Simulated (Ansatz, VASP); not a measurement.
Two plane-wave programs on MnS

```
Mn S
1.0
     0.00000    2.60450    2.60450
     2.60450    0.00000    2.60450
     2.60450    2.60450    0.00000
Mn S
1 1
Direct
  0.00000 0.00000 0.00000
  0.50000 0.50000 0.50000
```

Alike in both runs: task single point; functional PBE; k mesh 9 × 9 × 9; occupations gaussian, width 0.03 eV; collinear spin.

```csv
,VASP,Ansatz
version,VASP 6.6.1,Ansatz 0.2.0
potentials or method,"VASP PAW PBE potentials, release 64 (Mn_pv, S)",Ansatz PAW
plane-wave cutoff (eV),520,420
valence electrons in the cell,19,21
```

```tsv
	VASP	Ansatz	Ansatz less VASP
gap on the k mesh at the Fermi level (eV)	none	none	-
pressure (GPa)	-2.9	-2.8	+0.02
net moment per atom (μB)	2.36	2.36	0.000
size of the moment on the site where the two differ most (μB)	4.26	4.21	-0.047
```

Site moments also hang on the region over which each program counts them. A gap of «none» marks a metal or a gap that the smearing closes. VASP's potentials hold 19 valence electrons a cell and Ansatz's 21, so a difference there can come from the potentials and not from the codes.
